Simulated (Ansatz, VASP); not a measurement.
**Hf2SnS3 in VASP and in Ansatz**

INCAR

```
SYSTEM = Hf2SnS3
PREC = Accurate
ENCUT = 600
EDIFF = 1E-6
ISMEAR = 0
SIGMA = 0.1
LREAL = .FALSE.
LASPH = .TRUE.
NELM = 100
ALGO = Normal
ISIF = 3
LWAVE = .FALSE.
LCHARG = .FALSE.
GGA = PE
IBRION = 2
NSW = 90
EDIFFG = -0.04
```

KPOINTS

```
regular mesh
0
G
  6 6 2
  0 0 0
```

The input POSCAR:

```
Hf2SnS3
1.0
    4.2852247200      0.0000000000      0.0000000000
   -2.1426123600      3.7111134700      0.0000000000
    0.0000000000      0.0000000000      8.4591373400
Hf Sn S
2 1 3
Direct
    0.3333333300      0.6666666700      0.7520078400
    0.3333333300      0.6666666700      0.2479921600
    0.6666666700      0.3333333300      0.5000000000
    0.6666666700      0.3333333300      0.0000000000
    0.0000000000      0.0000000000      0.5000000000
    0.0000000000      0.0000000000      0.0000000000
```

Input for Ansatz:

```yaml
crystal:
  lattice:
    - [4.28522472, 0.0, 0.0]
    - [-2.14261236, 3.71111347, 0.0]
    - [0.0, 0.0, 8.45913734]
  atoms:
    - { symbol: Hf, position: [0.33333333, 0.66666667, 0.75200784] }
    - { symbol: Hf, position: [0.33333333, 0.66666667, 0.24799216] }
    - { symbol: Sn, position: [0.66666667, 0.33333333, 0.5] }
    - { symbol: S, position: [0.66666667, 0.33333333, 0.0] }
    - { symbol: S, position: [0.0, 0.0, 0.5] }
    - { symbol: S, position: [0.0, 0.0, 0.0] }
basis:
  ecutwfc: 420
kpoints:
  mp_grid: { grid: [6, 6, 2] }
hamiltonian:
  xc: pbe
scf:
  occupations: { method: gaussian, width: 0.1 }
  lower_state_search: "off"
output:
  forces: true
  stress: true
  eigenvalues: true
relax:
  adjacent_minimum: "off"
  f_tol: 0.04
  max_steps: 70
  cell: { stress_tol: 0.4 }
```

Change from the starting cell: species swapped into the Ce2CuSi3 type (P-6m2, No. 187).

Alike in both runs: task relaxation of cell and atoms; functional PBE; k mesh 6 × 6 × 2; occupations gaussian, width 0.1 eV; no spin polarisation.

```csv
,VASP,Ansatz
version,VASP 6.6.1,Ansatz 0.2.0
potentials or method,"VASP PAW PBE potentials, release 64 (Hf_pv, Sn_d, S), cutoff 600 eV","scalar-relativistic, plane waves, PAW"
valence electrons in the cell,52,84
```

|  | VASP | Ansatz | Ansatz less VASP |
| --- | --- | --- | --- |
| gap on the k mesh at the Fermi level, each at its own relaxed structure (eV) | none | none | - |
| relaxed volume (Å³/atom) | 19.04 | 19.14 | +0.107 |
| relaxed cell length with the largest relative difference (Å) | 6.227 | 6.243 | +0.0156 |

A gap of «none» marks a metal or a gap that the smearing closes. VASP's potentials hold 52 valence electrons a cell and Ansatz's 84, so a difference there can come from the potentials and not from the codes.

The k mesh is coarse, so the values compare programs but aren't converged. Spin-orbit coupling is off throughout. Noted on VASP's run: the volume moved by over 15 % at a fixed basis, so the end points are rough.
